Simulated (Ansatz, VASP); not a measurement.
**MnHg in VASP and in Ansatz**

```
Hg Mn
1.0
     3.31500    0.00000    0.00000
     0.00000    3.31500    0.00000
     0.00000    0.00000    3.31500
Hg Mn
1 1
Direct
  0.00000 0.00000 0.00000
  0.50000 0.50000 0.50000
```

Alike in both runs: task single point; functional PBE; k mesh 7 × 7 × 7; occupations fermi-dirac, width 0.05 eV; collinear spin; fixed moment 2 μB.

|  | VASP | Ansatz |
| --- | --- | --- |
| version | VASP 6.6.1 | Ansatz 0.2.0 |
| potentials or method | VASP PAW PBE potentials, release 64 (Hg_sv_GW, Mn_sv) | Ansatz PAW |
| plane-wave cutoff (eV) | 680 | 420 |
| valence electrons in the cell | 35 | 35 |

Ansatz gave:

- pressure (GPa): -10.1
- net moment per atom (μB): 1.00
- size of the moment on the site where the two differ most (μB): 2.21

Problem. Estimate VASP's values.

Solution. Pressure (GPa): -10.5; net moment per atom (μB): 1.00; size of the moment on the site where the two differ most (μB): 2.11.

Site moments also hang on the region over which each program counts them.

Neither program's run includes spin-orbit coupling.
